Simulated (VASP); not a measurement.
A run of VASP 6.6.1:

The input INCAR:

```
SYSTEM = NaH
PREC     = Accurate       ! precision mode
ENCUT    = 520            ! plane-wave cutoff, eV
EDIFF    = 1E-6           ! SCF threshold, eV
ISMEAR   = 0              ! smearing method
SIGMA    = 0.05           ! smearing width, eV
LREAL    = .FALSE.        ! projectors in reciprocal space
LASPH    = .TRUE.         ! aspherical terms in the spheres
NELM     = 80             ! most SCF steps
ALGO     = Normal         ! electronic algorithm
ISIF     = 2              ! what is computed and relaxed
LWAVE    = .FALSE.        ! write WAVECAR
LCHARG   = .FALSE.        ! write CHGCAR
GGA      = RE             ! functional
NBANDS   = 11             ! bands
```

The input KPOINTS:

```
Automatic mesh
0
G
  12 12 12
  0 0 0
```

The input POSCAR:

```
NaH
1.0
    0.0000000000      2.4163655656      2.4163655656
    2.4163655656      0.0000000000      2.4163655656
    2.4163655656      2.4163655656      0.0000000000
Na H
1 1
Direct
    0.0000000000      0.0000000000      0.0000000000
    0.5000000000      0.5000000000      0.5000000000
```

Potentials or basis: VASP PAW PBE potentials, release 64 (Na_pv, H).

Run with:

```sh
$ cat potpaw_PBE.64/Na_pv/POTCAR potpaw_PBE.64/H/POTCAR > POTCAR
$ mpirun -np 1 vasp_std > vasp.out
```

Hardware: 1 thread of AMD EPYC 7R13 Processor (Zen 3) (shared host).

How long does it take, and how much memory?

It took 24 s on 1 thread of AMD EPYC 7R13 Processor (Zen 3), with other jobs on the host, peak memory 0.13 GiB. Counts: scf iterations 12, k points 72.
